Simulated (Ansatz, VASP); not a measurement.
Two plane-wave programs on SnO2

Contents of INCAR:

```
SYSTEM = SnO2
PREC     = Accurate       ! precision mode
ENCUT    = 520            ! plane-wave cutoff, eV
EDIFF    = 1E-7           ! SCF threshold, eV
ISMEAR   = 0              ! smearing method
SIGMA    = 0.05           ! smearing width, eV
LREAL    = .FALSE.        ! projectors in reciprocal space
LASPH    = .TRUE.         ! aspherical terms in the spheres
NELM     = 60             ! most SCF steps
ALGO     = Normal         ! electronic algorithm
ISIF     = 2              ! what is computed and relaxed
LWAVE    = .FALSE.        ! write WAVECAR
LCHARG   = .TRUE.         ! write CHGCAR
LELF     = .TRUE.         ! ELF
LVHAR    = .TRUE.       
NBANDS   = 35             ! bands
```

The input KPOINTS:

```
regular mesh
0
G
  4 4 6
  0 0 0
```

Contents of POSCAR:

```
SnO2
1.0
    4.7880040000      0.0718200600      0.0718200600
    0.0729987300      4.8665820000      0.0729987300
    0.0486134700      0.0486134700      3.2408980000
Sn O
2 4
Direct
    0.5000000000      0.5000000000      0.5000000000
    0.0000000000      0.0000000000      0.0000000000
    0.2918550000      0.3210420000      0.0000000000
    0.7918550000      0.1789580000      0.5000000000
    0.2081450000      0.8210420000      0.5000000000
    0.7081450000      0.6789580000      0.0000000000
```

Input for Ansatz:

```yaml
crystal:
  lattice:
    - [4.788004, 0.07182005999999999, 0.07182005999999999]
    - [0.07299873, 4.866582, 0.07299873]
    - [0.04861347, 0.04861347, 3.240898]
  atoms:
    - { symbol: Sn, position: [0.5, 0.5, 0.5] }
    - { symbol: Sn, position: [0.0, 0.0, 0.0] }
    - { symbol: O, position: [0.291855, 0.321042, 0.0] }
    - { symbol: O, position: [0.791855, 0.178958, 0.5] }
    - { symbol: O, position: [0.208145, 0.821042, 0.5] }
    - { symbol: O, position: [0.708145, 0.678958, 0.0] }
basis:
  ecutwfc: 510.0
kpoints:
  mp_grid:
    grid: [4, 4, 6]
hamiltonian:
  xc: lda
scf:
  occupations:
    method: gaussian
    width: 0.05
output:
  stress: true
```

Alike in both runs: task single point; functional LDA; k mesh 4 × 4 × 6; occupations gaussian, width 0.05 eV; no spin polarisation.

```csv
,VASP,Ansatz
version,VASP 6.6.1,Ansatz 0.2.0
potentials or method,"VASP PAW LDA potentials, release 64 (Sn_d, O), cutoff 520 eV","plane waves, PAW"
valence electrons in the cell,52,52
```

|  | VASP | Ansatz | Ansatz less VASP |
| --- | --- | --- | --- |
| pressure (GPa) | -9.9 | -10.7 | -0.81 |
| traceless stress, the component that is largest in VASP (GPa) | -4.99 | -4.94 | +0.050 |

LDA's correlation is that of Perdew and Zunger in VASP and of Perdew and Wang (1992) in Ansatz.
